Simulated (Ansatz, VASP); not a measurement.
This is a calculation of BAs for Ansatz 0.2.0.

The input input.yaml:

```yaml
crystal:
  lattice:
    - [0.0, 2.4353452264, 2.4353452264]
    - [2.4353452264, 0.0, 2.4353452264]
    - [2.4353452264, 2.4353452264, 0.0]
  atoms:
    - { symbol: As, position: [0.75, 0.75, 0.75] }
    - { symbol: B, position: [0.0, 0.0, 0.0] }
hamiltonian:
  xc: pbe
  pseudopotentials: { kind: paw_fr }
magnetization:
  noncollinear: true
  spin_orbit: true
kpoints:
  mp_grid: { grid: [10, 10, 10] }
scf:
  occupations: { method: fermi_dirac, width: 0.05 }
output:
  forces: true
  stress: true
  eigenvalues: true
```

Potentials or basis: Ansatz PAW.

Launch:

```bash
$ ansatz run input.yaml --threads 2 --pin off --max-ram 5120MiB --backend cpu --events-out ev --progress --plain --runs-dir out
```

Q: Translate it to VASP 6.6.1. Potentials there: VASP PAW PBE potentials, release 64 (As, B).

A: As run (the cutoff follows the program's own potentials):

File INCAR:

```
  ALGO = Normal
  EDIFF = 1E-7
  ENCUT = 520
  GGA = PE
  GGA_COMPAT = False
  ISIF = 2
  ISMEAR = -1
  LASPH = True
  LCHARG = True
  LNONCOLLINEAR = True
  LORBIT = 11
  LORBMOM = True
  LREAL = False
  LSORBIT = True
  LVHAR = True
  LWAVE = False
  MAGMOM = 0 0 0 0 0 0
  NBANDS = 20
  NELM = 150
  PREC = Accurate
  SIGMA = 0.05
```

The input KPOINTS:

```
k-points
0
Gamma
  10 10 10
```

POSCAR

```
BAs
1.0
    0.0000000000      2.4353452264      2.4353452264
    2.4353452264      0.0000000000      2.4353452264
    2.4353452264      2.4353452264      0.0000000000
As B
1 1
Direct
    0.7500000000      0.7500000000      0.7500000000
    0.0000000000      0.0000000000      0.0000000000
```

Potentials or basis: VASP PAW PBE potentials, release 64 (As, B).

Run with:

```bash
$ cat potpaw_PBE.64/As/POTCAR potpaw_PBE.64/B/POTCAR > POTCAR
$ mpirun -np 1 vasp_ncl > vasp.out
```

Both were run:

|  | VASP | Ansatz | Ansatz less VASP |
| --- | --- | --- | --- |
| pressure (GPa) | -4.1 | -4.6 | -0.50 |
| net moment per atom (μB) | 0.00 | 0.00 | 0.000 |

VASP's potentials hold 8 valence electrons a cell and Ansatz's 18, so a difference there can come from the potentials and not from the codes.
